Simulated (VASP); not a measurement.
# B3N2 (Pm-3m) in VASP: notebook, part 2 of 2

VASP 6.6.1. Earlier steps stand in the parts before.

## Step 5: Single point, PBE, collinear spin, ferromagnetic start

This run uses another cell than the first one, of 10.18 Å³/atom, 1.350 times its volume.

Input file INCAR:

```
PREC = Accurate ; ENCUT = 520
EDIFF = 1E-7 ; ISMEAR = 0
SIGMA = 0.1 ; LREAL = F
LASPH = T ; NELM = 150
ALGO = Normal ; ISIF = 2
LWAVE = F ; LCHARG = T
ISPIN = 2 ; MAGMOM = 0 0 0 1 1
LORBIT = 11 ; GGA = PE
LELF = T ; LVHAR = T
NBANDS = 22
```

Input file KPOINTS:

```
Automatic mesh
0
Gamma
  6 6 6
```

Input file POSCAR:

```
B3N2
1.0
    3.7060998300      0.0000000000      0.0000000000
    0.0000000000      3.7060998300      0.0000000000
    0.0000000000      0.0000000000      3.7060998300
B N
3 2
Direct
    0.0000000000      0.5000000000      0.5000000000
    0.5000000000      0.0000000000      0.5000000000
    0.5000000000      0.5000000000      0.0000000000
    0.0000000000      0.0000000000      0.0000000000
    0.5000000000      0.5000000000      0.5000000000
```

Potentials or basis: VASP PAW PBE potentials, release 64 (B, N).

Started as:

```console
$ cat potpaw_PBE.64/B/POTCAR potpaw_PBE.64/N/POTCAR > POTCAR
$ mpirun -np 1 vasp_std > vasp.out
```

OUTCAR:

```text
PREC = Accurate
   ENCUT = 520
   EDIFF = 1E-7
   ISMEAR = 0
   LREAL = F
   LASPH = T
   NELM = 150
   ISIF = 2
   ISPIN = 2
   LORBIT = 11
   GGA = PE

 ion  position               nearest neighbor table
   1  0.000  0.500  0.500-   5 1.85   5 1.85
   2  0.500  0.000  0.500-   5 1.85   5 1.85
   3  0.500  0.500  0.000-   5 1.85   5 1.85
   4  0.000  0.000  0.000-
   5  0.500  0.500  0.500-   1 1.85   2 1.85   3 1.85   3 1.85   2 1.85   1 1.85

  LATTYP: Found a simple cubic cell.
 ALAT       =     3.7060998300

  Lattice vectors:

 A1 = (   3.7060998300,   0.0000000000,   0.0000000000)
 A2 = (   0.0000000000,   3.7060998300,   0.0000000000)
 A3 = (   0.0000000000,   0.0000000000,   3.7060998300)

Analysis of symmetry for initial positions (statically):
=====================================================================
 Subroutine PRICEL returns:
 Original cell was already a primitive cell.

 Routine SETGRP: Setting up the symmetry group for a
 simple cubic supercell.

 Subroutine GETGRP returns: Found 48 space group operations
 (whereof 48 operations were pure point group operations)
 out of a pool of 48 trial point group operations.

The static configuration has the point symmetry O_h .

Analysis of symmetry for dynamics (positions and initial velocities):
=====================================================================
 Subroutine PRICEL returns:
 Original cell was already a primitive cell.

 Routine SETGRP: Setting up the symmetry group for a
 simple cubic supercell.

 Subroutine GETGRP returns: Found 48 space group operations
 (whereof 48 operations were pure point group operations)
 out of a pool of 48 trial point group operations.

The dynamic configuration has the point symmetry O_h .

Analysis of structural, dynamic, and magnetic symmetry:
=====================================================================
[... 163 lines left out ...]
 cond. band min:       4.0672131789   @ k =   0.5000   0.1667   0.1667
 fundamental gap:      0.0667293220
 Fermi energy:         4.0430136519

 spin component 1

 k-point     1 :       0.0000    0.0000    0.0000
  band No.  band energies     occupation
      1     -14.0793      1.00000
      2      -8.9015      1.00000
      3      -3.8241      1.00000
      4      -3.8241      1.00000
      5      -3.8241      1.00000
      6       0.9190      1.00000
[... 469 lines left out ...]
     20      10.1483      0.00000
     21      17.0982      0.00000
 Fermi energy:         4.0430136519

 spin component 2

 k-point     1 :       0.0000    0.0000    0.0000
  band No.  band energies     occupation
      1     -14.0031      1.00000
      2      -8.7480      1.00000
      3      -3.7431      1.00000
      4      -3.7431      1.00000
      5      -3.7431      1.00000
      6       1.1204      1.00000
[... 469 lines left out ...]
     20      10.4006      0.00000
     21      17.2663      0.00000
 [bands above 21 left out]

------------------------ aborting loop because EDIFF is reached ----------------------------------------

  FORCE on cell =-STRESS in cart. coord.  units (eV):
  Direction    XX          YY          ZZ          XY          YZ          ZX
  --------------------------------------------------------------------------------------
  -------------------------------------------------------------------------------------
  Total       -9.1226553     -9.1226553     -9.1226553     -0.0000000     -0.0000000     -0.0000000
  in kB     -287.1312788   -287.1312788   -287.1312788     -0.0000000     -0.0000000     -0.0000000
  external PRESSURE =    -287.1312788 kB  Pullay stress =       0.0000000 kB

 VOLUME and BASIS-vectors are now :
 -----------------------------------------------------------------------------
  energy-cutoff  :      520.00
  volume of cell :       50.90
      direct lattice vectors                 reciprocal lattice vectors
     3.706099830  0.000000000  0.000000000     0.269825435  0.000000000  0.000000000
     0.000000000  3.706099830  0.000000000     0.000000000  0.269825435  0.000000000
     0.000000000  0.000000000  3.706099830     0.000000000  0.000000000  0.269825435

 POSITION                                       TOTAL-FORCE (eV/Angst)
 -----------------------------------------------------------------------------------
      0.00000      1.85305      1.85305         0.000000      0.000000      0.000000
      1.85305      0.00000      1.85305         0.000000      0.000000      0.000000
      1.85305      1.85305      0.00000         0.000000      0.000000      0.000000
      0.00000      0.00000      0.00000         0.000000      0.000000      0.000000
      1.85305      1.85305      1.85305         0.000000      0.000000      0.000000
 -----------------------------------------------------------------------------------
    total drift:                                0.000000      0.000000      0.000000

  FREE ENERGIE OF THE ION-ELECTRON SYSTEM (eV)
  ---------------------------------------------------
  free  energy   TOTEN  =       -23.1485016529 eV

  energy  without entropy=      -23.1338458108  energy(sigma->0) =      -23.14117373

 total charge

# of ion       s       p       d       tot
------------------------------------------
    1        0.772   0.595   0.000   1.367
    2        0.772   0.595   0.000   1.367
    3        0.772   0.595   0.000   1.367
    4        1.365   1.957   0.000   3.322
    5        1.296   2.282   0.000   3.578
--------------------------------------------------
tot          4.976   6.026   0.000  11.002

 magnetization (x)

# of ion       s       p       d       tot
------------------------------------------
    1        0.013   0.046   0.000   0.059
    2        0.013   0.046   0.000   0.059
    3        0.013   0.046   0.000   0.059
    4        0.020   0.064   0.000   0.083
    5        0.010   0.011   0.000   0.021
--------------------------------------------------
tot          0.070   0.212   0.000   0.282
```

OSZICAR:

```text
N       E                     dE             d eps       ncg     rms          rms(c)
DAV:   1     0.391013964992E+02    0.39101E+02   -0.82271E+03  1760   0.762E+02
DAV:   2    -0.208245218624E+02   -0.59926E+02   -0.55879E+02  2340   0.156E+02
DAV:   3    -0.237169604496E+02   -0.28924E+01   -0.28449E+01  2124   0.296E+01
DAV:   4    -0.237302153795E+02   -0.13255E-01   -0.13253E-01  2050   0.225E+00
DAV:   5    -0.237302631154E+02   -0.47736E-04   -0.47735E-04  2150   0.126E-01    0.780E+00
DAV:   6    -0.236001386445E+02    0.13012E+00   -0.43460E+00  1916   0.109E+01    0.555E+00
DAV:   7    -0.231953867669E+02    0.40475E+00   -0.22639E+00  2038   0.596E+00    0.222E+00
DAV:   8    -0.231516131471E+02    0.43774E-01   -0.13171E-01  2014   0.229E+00    0.119E+00
DAV:   9    -0.231470402542E+02    0.45729E-02   -0.35726E-02  2078   0.107E+00    0.228E-01
DAV:  10    -0.231477066420E+02   -0.66639E-03   -0.22176E-03  2144   0.281E-01    0.129E-01
DAV:  11    -0.231481624153E+02   -0.45577E-03   -0.28089E-04  2060   0.105E-01    0.782E-02
DAV:  12    -0.231484811179E+02   -0.31870E-03   -0.30655E-04  2024   0.942E-02    0.159E-02
DAV:  13    -0.231484995127E+02   -0.18395E-04   -0.31730E-05  2066   0.350E-02    0.615E-03
DAV:  14    -0.231485010390E+02   -0.15263E-05   -0.37755E-06  2162   0.114E-02    0.270E-03
DAV:  15    -0.231485015340E+02   -0.49501E-06   -0.63963E-07  2086   0.425E-03    0.101E-03
DAV:  16    -0.231485016461E+02   -0.11204E-06   -0.61380E-08  1312   0.165E-03    0.395E-04
DAV:  17    -0.231485016529E+02   -0.68007E-08   -0.72906E-09  1234   0.553E-04
   1 F= -.23148502E+02 E0= -.23141174E+02  d E =-.146558E-01  mag=     0.4813
```

It took 22 s on 1 thread of Intel Xeon 6975P-C (Granite Rapids), shared host; peak memory 0.18 GiB.

Results:

```yaml
Free_energy: -23.1485 eV
Pressure: -28.7 GPa
Net_moment: 0.48 μB per cell
Site_moments: B +0.06; N +0.08, +0.02 μB
Valence_electrons_inside_the_program's_atomic_spheres: B 1.37; N 3.32, 3.58
```

Levels at points of the mesh, in eV from the Fermi level:
Spin up:
```csv
k point,band 6,band 7,band 8,band 9,band 10,band 11,band 12,band 13,band 14,band 15
"(0.00, 0.00, 0.00)",-3.12,-2.80,-2.80,-1.71,-1.71,-1.71,3.07,3.07,3.07,4.39
"(0.50, 0.00, 0.00)",-5.42,-2.24,-2.24,-2.11,1.17,1.44,1.84,2.68,2.68,2.75
"(0.50, 0.50, 0.00)",-2.72,-2.17,-2.17,-1.93,-1.24,0.93,0.93,3.52,3.52,4.01
"(0.50, 0.50, 0.50)",-5.04,-5.04,-5.04,2.49,2.49,2.49,2.81,2.81,2.81,4.40
```
Spin down:
```tsv
k point	band 7	band 8	band 9	band 10	band 11	band 12
(0.00, 0.00, 0.00)	-2.60	-2.60	-1.57	-1.57	-1.57	3.31
(0.50, 0.00, 0.00)	-2.08	-2.08	-1.91	1.39	1.62	1.99
(0.50, 0.50, 0.00)	-2.04	-2.04	-1.71	-1.09	1.15	1.15
(0.50, 0.50, 0.50)	-4.86	-4.86	2.70	2.70	2.70	2.96
```

## Step 6: Summary

| task | spin | cell | cutoff (eV) | gap on the mesh (eV) | pressure (GPa) | moment (μB) |
| --- | --- | --- | --- | --- | --- | --- |
| single point | off | a = 3.353 Å, 5 atoms | 520 | none | -0.2 | - |
| single point | collinear, ferromagnetic start | a = 3.353 Å, 5 atoms | 520 | none | -0.2 | 0.00 |
| relaxation of cell and atoms | off | relaxed from a = 3.706 Å, 5 atoms | 600 | none | -0.7 | - |
| single point | collinear, ferromagnetic start | a = 3.706 Å, 5 atoms | 520 | none | -28.7 | 0.48 |

Alike in all rows: level PBE; potentials or basis VASP PAW PBE potentials, release 64 (B, N); k mesh 6 × 6 × 6; smearing gaussian 0.1 eV.

Caveats: the volume moved by over 15 % at a fixed basis, so the end points are rough (some runs).

Total energies depend on the potentials used, so only differences within one code and one set of settings carry meaning.
